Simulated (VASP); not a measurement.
# H2CO in VASP: notebook

Runs on H2CO. Level: PBE+D3(BJ). Tasks: single point.

Program: VASP 6.6.1. These are calculated values, not measurements. Logs are shortened: lines on timing, memory, paths and dates and some standing lists are left out, and cuts for length are marked.

### 1 The cell of the first run

The cell holds a disordered packing, 32 atoms: a = 8.754 Å, b = 8.754 Å, c = 8.754 Å, α = 90.00°, β = 90.00°, γ = 90.00°.

### 2 Single point, PBE+D3(BJ)

The input, INCAR:

```
PREC = Accurate ; ENCUT = 520
EDIFF = 1E-7 ; ISMEAR = -1
SIGMA = 0.02 ; LREAL = Auto
LASPH = True ; NELM = 80
ALGO = Normal ; ISIF = 2
LWAVE = False ; LCHARG = False
GGA = PE ; IVDW = 12
NBANDS = 70
```

The input, KPOINTS:

```
Automatic mesh
0
Gamma
  1 1 1
```

The input, POSCAR:

```
H2CO
1.0
    8.7538210000      0.0000000000      0.0000000000
    0.0000000000      8.7538210000      0.0000000000
    0.0000000000      0.0000000000      8.7538210000
C O H
8 8 16
Direct
    0.5379245184      0.7663994879      0.5799714537
    0.3666996871      0.1903287207      0.4556728425
    0.2185450280      0.8586954556      0.8197100866
    0.0742986238      0.6153167247      0.3919597606
    0.6210188071      0.6982732118      0.1939353327
    0.8306849362      0.2867893409      0.1447184311
    0.2199967874      0.4479281848      0.9093149535
    0.9344586703      0.1605778874      0.5769497085
    0.4268298898      0.6924790818      0.5667332995
    0.6492930183      0.8395281165      0.5929712740
    0.3461217224      0.0700380136      0.5109629333
    0.3874795057      0.3102854554      0.4002039106
    0.0984978392      0.8336046185      0.7666966211
    0.3385850744      0.8844489694      0.8731729701
    0.0684728445      0.5498541550      0.5085602478
    0.0795789181      0.6804372309      0.2749790216
    0.7253349493      0.6749032277      0.1288949898
    0.6017543902      0.6060726893      0.2765132288
    0.5233149397      0.7051281724      0.1159709571
    0.6340095979      0.8073548092      0.2539720559
    0.9320068640      0.3598943700      0.1536307311
    0.8366245229      0.2203712233      0.0388347019
    0.7280938942      0.3584810721      0.1432685705
    0.8264214492      0.2091172157      0.2427455821
    0.2608389498      0.5266595161      0.9977939569
    0.1658493081      0.3490592019      0.9638220017
    0.3167618581      0.4095759682      0.8396334116
    0.1364188029      0.5056856170      0.8362967440
    0.9348939192      0.0940584324      0.6828438854
    0.9763824518      0.0886901628      0.4834470445
    1.0075938719      0.2613491829      0.5893355697
    0.8175496600      0.1975237842      0.5516366214
```

Potentials or basis: VASP PAW PBE potentials, release 64 (C, O, H).

Command:

```sh
$ cat potpaw_PBE.64/C/POTCAR potpaw_PBE.64/O/POTCAR potpaw_PBE.64/H/POTCAR > POTCAR
$ mpirun -np 1 vasp_gam > vasp.out
```

OUTCAR:

```text
PREC = Accurate
   ENCUT = 520
   EDIFF = 1E-7
   ISMEAR = -1
   LREAL = Auto
   LASPH = True
   NELM = 80
   ISIF = 2
   GGA = PE
   IVDW = 12
 IVDW          = 12

 ion  position               nearest neighbor table
   1  0.538  0.766  0.580-  10 1.17   9 1.17
   2  0.367  0.190  0.456-  12 1.17  11 1.17
   3  0.219  0.859  0.820-  13 1.17  14 1.17
   4  0.074  0.615  0.392-  15 1.17  16 1.17
   5  0.621  0.698  0.194-  17 1.10  19 1.10  20 1.10  18 1.10
   6  0.831  0.287  0.145-  22 1.10  24 1.10  23 1.10  21 1.10
   7  0.220  0.448  0.909-  28 1.10  26 1.10  27 1.10  25 1.10
   8  0.934  0.161  0.577-  29 1.09  31 1.10  30 1.10  32 1.10
   9  0.427  0.692  0.567-   1 1.17
  10  0.649  0.840  0.593-   1 1.17
  11  0.346  0.070  0.511-   2 1.17
  12  0.387  0.310  0.400-   2 1.17
  13  0.098  0.834  0.767-   3 1.17
  14  0.339  0.884  0.873-   3 1.17
[... 16 lines left out ...]
  31  0.008  0.261  0.589-   8 1.10
  32  0.818  0.198  0.552-   8 1.10

  LATTYP: Found a simple cubic cell.
 ALAT       =     8.7538210000

  Lattice vectors:

 A1 = (   8.7538210000,   0.0000000000,   0.0000000000)
 A2 = (   0.0000000000,   8.7538210000,   0.0000000000)
 A3 = (   0.0000000000,   0.0000000000,   8.7538210000)

Analysis of symmetry for initial positions (statically):
=====================================================================
 Subroutine PRICEL returns:
 Original cell was already a primitive cell.

 Routine SETGRP: Setting up the symmetry group for a
 simple cubic supercell.

 Subroutine GETGRP returns: Found  1 space group operations
 (whereof  1 operations were pure point group operations)
 out of a pool of 48 trial point group operations.

The static configuration has the point symmetry C_1 .

Analysis of symmetry for dynamics (positions and initial velocities):
=====================================================================
 Subroutine PRICEL returns:
 Original cell was already a primitive cell.

 Routine SETGRP: Setting up the symmetry group for a
 simple cubic supercell.

 Subroutine GETGRP returns: Found  1 space group operations
 (whereof  1 operations were pure point group operations)
 out of a pool of 48 trial point group operations.

The dynamic configuration has the point symmetry C_1 .

 Subroutine INISYM returns: Found  1 space group operations
 (whereof  1 operations are pure point group operations),
 and found     1 'primitive' translations

----------------------------------------------------------------------------------------

                                     Primitive cell

  volume of cell :     670.7999

  direct lattice vectors                    reciprocal lattice vectors
     8.753821000  0.000000000  0.000000000     0.114235829  0.000000000  0.000000000
     0.000000000  8.753821000  0.000000000     0.000000000  0.114235829  0.000000000
     0.000000000  0.000000000  8.753821000     0.000000000  0.000000000  0.114235829

  length of vectors
     8.753821000  8.753821000  8.753821000     0.114235829  0.114235829  0.114235829

  position of ions in fractional coordinates (direct lattice)
     0.537924518  0.766399488  0.579971454
     0.366699687  0.190328721  0.455672843
     0.218545028  0.858695456  0.819710087
     0.074298624  0.615316725  0.391959761
     0.621018807  0.698273212  0.193935333
     0.830684936  0.286789341  0.144718431
[... 24 lines left out ...]
     0.007593872  0.261349183  0.589335570
     0.817549660  0.197523784  0.551636621

  ion indices of the primitive-cell ions
   primitive index   ion index
                 1           1
                 2           2
                 3           3
                 4           4
                 5           5
                 6           6
[... 24 lines left out ...]
                31          31
                32          32

----------------------------------------------------------------------------------------

 KPOINTS: Automatic mesh

Automatic generation of k-mesh.
 Grid dimensions read from file:
 generate k-points for:    1    1    1

 Generating k-lattice:

  Cartesian coordinates                     Fractional coordinates (reciprocal lattice)
     0.114235829  0.000000000  0.000000000     1.000000000  0.000000000  0.000000000
     0.000000000  0.114235829  0.000000000     0.000000000  1.000000000  0.000000000
     0.000000000  0.000000000  0.114235829     0.000000000  0.000000000  1.000000000

  Length of vectors
     0.114235829  0.114235829  0.114235829

  Shift w.r.t. Gamma in fractional coordinates (k-lattice)
     0.000000000  0.000000000  0.000000000

 Subroutine IBZKPT returns following result:
 ===========================================

 Found      1 irreducible k-points:

 Following reciprocal coordinates:
            Coordinates               Weight
  0.000000  0.000000  0.000000      1.000000
   k-points           NKPTS =      1   k-points in BZ     NKDIM =      1   number of bands    NBANDS=     70
   number of dos      NEDOS =    301   number of ions     NIONS =     32
   total plane-waves  NPLWV = 343000
   dimension x,y,z NGX =    70 NGY =   70 NGZ =   70
   dimension x,y,z NGXF=   140 NGYF=  140 NGZF=  140
   ions per type =               8   8  16
   NGX,Y,Z   is equivalent  to a cutoff of  13.29, 13.29, 13.29 a.u.
   NGXF,Y,Z  is equivalent  to a cutoff of  26.59, 26.59, 26.59 a.u.
 SYSTEM =  unknown system
   PREC   = accura    normal or accurate (medium, high low for compatibility)
   ISTART =      0    job   : 0-new  1-cont  2-samecut
   ICHARG =      2    charge: 1-file 2-atom 10-const
   ISPIN  =      1    spin polarized calculation?
   LNONCOLLINEAR =      F non collinear calculations
   LSORBIT =      F    spin-orbit coupling
   LASPH  =      T    aspherical Exc in radial PAW
   ENCUT  =  520.0 eV  38.22 Ry    6.18 a.u.  16.28 16.28 16.28*2*pi/ulx,y,z
   NELM   =     80;   NELMIN=  2; NELMDL= -5     # of ELM steps
   EDIFF  = 0.1E-06   stopping-criterion for ELM
   LREAL  =      T    real-space projection
   EDIFFG = 0.1E-05   stopping-criterion for IOM
   NSW    =      0    number of steps for IOM
   IBRION =     -1    ionic relax: 0-MD 1-quasi-New 2-CG
   NFREE  =      0    steps in history (QN), initial steepest desc. (CG)
   ISIF   =      2    stress and relaxation
   ISYM   =      2    0-nonsym 1-usesym 2-fastsym
   POTIM  = 0.5000    time-step for ionic-motion
   TEBEG  =    0.0;   TEEND  =   0.0 temperature during run
   PSTRESS=    0.0 pullay stress
   NELECT =      96.0000    total number of electrons
   NUPDOWN=      -1.0000    fix difference up-down
   EMIN   =  10.00;   EMAX   =-10.00  energy-range for DOS
   EFERMI =   0.00;   METHOD = LEGACY
   ISMEAR =    -1;   SIGMA  =   0.02  broadening in eV -4-tet -1-fermi 0-gaus
   EFERMI_NEDOS =   21; number of points for ismear=-14 and -15
   IALGO  =     38    algorithm
   IMIX   =      4    mixing-type and parameters
     AMIX     =   0.40;   BMIX     =  1.00
     AMIX_MAG =   1.60;   BMIX_MAG =  1.00
  volume/ion in A,a.u.               =      20.96       141.46
  Fermi-wavevector in a.u.,A,eV,Ry     =   0.856316  1.618203  9.976849  0.733278
  Thomas-Fermi vector in A             =   1.973200
   LORBIT       =      0    0 simple, 1 ext, 2 COOP (PROOUT), +10 PAW based schemes
   GGA     = PE    functional components
   LHFCALC =     F    Hartree Fock is set to
   AEXX    =    0.0000 exact exchange contribution
   IVDW    =    12    specifies the selected vdW correction
   LEPSILON=     F    determine dielectric tensor
   LRPA    =     F    only Hartree local field effects (RPA)
 non-spin polarized calculation
  energy-cutoff  :      520.00
  volume of cell :      670.80
 maximum number of plane-waves:      8971
 NGX is ok and might be reduce to    70
   NGX = 33   NGY = 33   NGZ = 33

 number of electron      95.9999995 magnetization

 Free energy of the ion-electron system (eV)
  ---------------------------------------------------
  ext. energy  EPLUGINS =         0.00000000
  ---------------------------------------------------
  free energy    TOTEN  =      -188.24236532 eV

  energy without entropy =     -188.24236532  energy(sigma->0) =     -188.24236532

 E-fermi :  -6.1886     XC(G=0):  -4.9846

 val. band max:       -6.7371652367   @ k =   0.0000   0.0000   0.0000
 cond. band min:       0.0207829592   @ k =   0.0000   0.0000   0.0000
 fundamental gap:      6.7579481960
 Fermi energy:        -6.1886482289

 k-point     1 :       0.0000    0.0000    0.0000
  band No.  band energies     occupation
      1     -27.2543      2.00000
      2     -27.0307      2.00000
      3     -26.9921      2.00000
      4     -26.9626      2.00000
      5     -26.2478      2.00000
      6     -26.0110      2.00000
[... 52 lines left out ...]
     59       1.9490      0.00000
     60       1.9874      0.00000
 [bands above 60 left out]

------------------------ aborting loop because EDIFF is reached ----------------------------------------

 Edisp (eV)   -0.79152

 E8    (eV) :    -0.1779

  FORCE on cell =-STRESS in cart. coord.  units (eV):
  Direction    XX          YY          ZZ          XY          YZ          ZX
  --------------------------------------------------------------------------------------
  -------------------------------------------------------------------------------------
  Total       0.48699     0.32384     0.05115     0.71379    -0.69250     0.38222
  in kB       1.16315     0.77348     0.12216     1.70485    -1.65402     0.91292
  external pressure =        0.69 kB  Pullay stress =        0.00 kB

 VOLUME and BASIS-vectors are now :
 -----------------------------------------------------------------------------
  energy-cutoff  :      520.00
  volume of cell :      670.80
      direct lattice vectors                 reciprocal lattice vectors
     8.753821000  0.000000000  0.000000000     0.114235829  0.000000000  0.000000000
     0.000000000  8.753821000  0.000000000     0.000000000  0.114235829  0.000000000
     0.000000000  0.000000000  8.753821000     0.000000000  0.000000000  0.114235829

 POSITION                                       TOTAL-FORCE (eV/Angst)
 -----------------------------------------------------------------------------------
      4.70889      6.70892      5.07697         0.008702      0.005949     -0.000333
      3.21002      1.66610      3.98888        -0.009691     -0.021013      0.008456
      1.91310      7.51687      7.17560         0.017232      0.003986      0.006819
      0.65040      5.38637      3.43115         0.013140      0.002379      0.015410
      5.43629      6.11256      1.69768        -0.010301      0.002864      0.003876
      7.27167      2.51050      1.26684         0.004872      0.013028      0.010805
[... 24 lines left out ...]
      0.06648      2.28780      5.15894         0.005170      0.011713      0.006413
      7.15668      1.72909      4.82893        -0.004854      0.004107     -0.003096
 -----------------------------------------------------------------------------------
    total drift:                               -0.020111     -0.015540      0.013835

  FREE ENERGIE OF THE ION-ELECTRON SYSTEM (eV)
  ---------------------------------------------------
  free  energy   TOTEN  =      -189.0338845067 eV

  energy  without entropy=     -189.0338845067  energy(sigma->0) =     -189.03388451
```

It took 100 s on 1 thread of AMD EPYC 7R13 (Zen 3), shared host; peak memory 0.61 GiB.

Results:

| Quantity | Value |
| --- | --- |
| Free energy | -189.0339 eV |
| Pressure | 0.1 GPa |
| Largest force | 0.595 eV/Å |
| Band gap on the k mesh | 6.76 eV |
| Dispersion energy per atom | -0.025 eV |

Forces on the atoms (eV/Å):
```
C    0.009  0.006  0.000
C   -0.010 -0.021  0.008
C    0.017  0.004  0.007
C    0.013  0.002  0.015
C   -0.010  0.003  0.004
C    0.005  0.013  0.011
C    0.004 -0.017  0.012
C   -0.009 -0.011  0.007
O   -0.317 -0.193 -0.027
O    0.311  0.214  0.032
O   -0.068 -0.411  0.201
O    0.065  0.425 -0.196
O   -0.535 -0.111 -0.235
O    0.505  0.093  0.219
O   -0.027 -0.215  0.350
O    0.030  0.214 -0.363
H    0.011 -0.007 -0.012
H   -0.004 -0.002 -0.003
H    0.003  0.007 -0.007
H    0.001  0.017  0.006
H    0.000  0.000 -0.008
H    0.005 -0.004 -0.021
H   -0.006 -0.007  0.002
H    0.000  0.002  0.007
H   -0.002 -0.006  0.001
H    0.008 -0.002  0.002
H   -0.001  0.010  0.005
H   -0.006  0.006 -0.015
H   -0.002 -0.011  0.006
H    0.007 -0.014 -0.010
H    0.005  0.012  0.006
H   -0.005  0.004 -0.003
```

Stress tensor (GPa, compression positive):
```
 0.12  0.17  0.09
 0.17  0.08 -0.17
 0.09 -0.17  0.01
```

Caveat: the k points lie up to 0.72 Å⁻¹ apart.

### 3 Single point, PBE+D3(BJ)

The input, INCAR:

```
SYSTEM = H2CO
  ALGO = Normal
  EDIFF = 1E-6
  ENCUT = 520
  GGA = PE
  ISIF = 2
  ISMEAR = -1
  IVDW = 12
  LASPH = .True.
  LCHARG = .False.
  LREAL = Auto
  LWAVE = .False.
  NBANDS = 70
  NELM = 100
  PREC = Accurate
  SIGMA = 0.02
```

The input, KPOINTS:

```
k-points
0
Gamma
  1 1 1
  0 0 0
```

The input, POSCAR:

```
H2CO
1.0
    8.7538210000      0.0000000000      0.0000000000
    0.0000000000      8.7538210000      0.0000000000
    0.0000000000      0.0000000000      8.7538210000
C O H
8 8 16
Direct
    0.5494971853      0.7582974338      0.5676721057
    0.3477909818      0.2211262944      0.4427894973
    0.2465437664      0.8645481784      0.8347554742
    0.0923482443      0.6084771439      0.3932911125
    0.6053242350      0.6835072364      0.1849021130
    0.8295006261      0.3127091587      0.1304573169
    0.2066640385      0.4399564487      0.9163769741
    0.8867898944      0.1570399943      0.6160167086
    0.4346330591      0.6940740506      0.5591044185
    0.6648411020      0.8239716119      0.5706422373
    0.3538112100      0.0903262701      0.4773801064
    0.3649834741      0.3492646240      0.4102437096
    0.1325249854      0.8357493259      0.7702465015
    0.3558674549      0.8972082020      0.9014235041
    0.0805248360      0.5524101989      0.5131130737
    0.0958895550      0.6660862725      0.2764735537
    0.6638244031      0.6388638744      0.0930336592
    0.6305817768      0.6018057714      0.2700078057
    0.4851481427      0.6828903630      0.1575312084
    0.6496477367      0.7972061572      0.2165225905
    0.8929814763      0.4030468523      0.1929214682
    0.8903083579      0.2684427749      0.0367610898
    0.7207252696      0.3593859184      0.0966320879
    0.7913115884      0.2126385723      0.1970339581
    0.2230797271      0.4926191660      1.0234730639
    0.2008265876      0.3175641814      0.9121388249
    0.2978013830      0.4749011889      0.8374857105
    0.1033034603      0.4802245785      0.8671184846
    0.8636228682      0.2026543609      0.7293957690
    0.8309514211      0.0484474151      0.5886800747
    1.0103473672      0.1335531078      0.6092882183
    0.8589734700      0.2316816851      0.5155805676
```

Potentials or basis: VASP PAW PBE potentials, release 64 (C, O, H).

Command:

```sh
$ cat potpaw_PBE.64/C/POTCAR potpaw_PBE.64/O/POTCAR potpaw_PBE.64/H/POTCAR > POTCAR
$ mpirun -np 1 vasp_gam > vasp.out
```

Run time: 92 s. Hardware: 1 thread of AMD EPYC 7R13 (Zen 3), shared host; peak memory 0.61 GiB.

It converged, with:

| Item | Value |
| --- | --- |
| Free energy | -188.2613 eV |
| Pressure | 1.6 GPa |
| Largest force | 4.122 eV/Å |
| Band gap on the k mesh | 6.61 eV |
| Dispersion energy per atom | -0.025 eV |

Forces on the atoms (eV/Å):
```
C    0.770  0.520 -0.260
C    1.207 -1.517  0.481
C   -1.819 -0.280 -0.820
C   -0.407 -0.966  2.430
C   -0.548  1.313  0.890
C   -0.886  0.106  1.489
C    0.653  0.022 -1.623
C    0.611 -0.171 -1.437
O   -2.113 -1.197  0.069
O    1.308  0.662  0.197
O   -0.672  0.559 -0.157
O   -0.518  0.928 -0.324
O   -0.138 -0.144 -0.202
O    1.916  0.413  0.986
O    0.038 -0.768  1.338
O    0.368  1.727 -3.724
H    1.312 -0.488 -2.331
H   -0.007 -0.759  1.480
H   -0.547  0.204  0.080
H   -0.225 -0.253 -0.123
H   -0.142 -0.686 -0.059
H    0.862 -0.236 -1.318
H   -0.409  0.536 -0.610
H    0.586  0.253  0.494
H    0.235  0.200  1.424
H    0.117 -0.783  0.534
H    0.108  0.046  0.076
H   -1.100  0.527 -0.424
H   -0.421  0.139 -0.074
H   -0.178 -0.032  0.529
H   -0.038  0.074  0.034
H    0.081  0.052  0.956
```

Stress tensor (GPa, compression positive):
```
 1.72  0.17 -0.04
 0.17  0.77 -0.60
-0.04 -0.60  2.27
```

Levels at points of the mesh, in eV from the valence-band top:
```tsv
k point	band 44	band 45	band 46	band 47	band 48	band 49	band 50	band 51	band 52	band 53
(0.00, 0.00, 0.00)	-0.16	-0.11	-0.10	-0.05	0.00	6.60	7.47	8.01	8.22	8.39
```

Caveat: the k points lie up to 0.72 Å⁻¹ apart.

(Part 1 of 2 ends here.)
